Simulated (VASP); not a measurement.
A run of VASP 6.6.1 is set up as follows.

File INCAR:

```
PREC = Accurate
ENCUT = 520
EDIFF = 1E-6
ISMEAR = 0
SIGMA = 0.15
LREAL = F
LASPH = T
NELM = 100
ALGO = Normal
ISIF = 2
LWAVE = F
LCHARG = T
LELF = T
LVHAR = T
NBANDS = 32
```

File KPOINTS:

```
regular mesh
0
Gamma
  12 12 12
```

File POSCAR:

```
Ti3Nb
1.0
    3.8281304077      0.0000000000      0.0000000000
    0.0000000000      3.8281304077      0.0000000000
    0.0000000000      0.0000000000      3.8281304077
Ti Nb
3 1
Direct
    0.0000000000      0.5000000000      0.5000000000
    0.5000000000      0.0000000000      0.5000000000
    0.5000000000      0.5000000000      0.0000000000
    0.0000000000      0.0000000000      0.0000000000
```

Potentials or basis: VASP PAW LDA potentials, release 64 (Ti_sv, Nb_sv).

Run with:

```console
$ cat potpaw_LDA.64/Ti_sv/POTCAR potpaw_LDA.64/Nb_sv/POTCAR > POTCAR
$ mpirun -np 1 vasp_std > vasp.out
```

Predict the pressure.

27.4 GPa.

Caveat: the cell differs from its parent crystal (strain -0.050 along x and y, -0.050 along z).
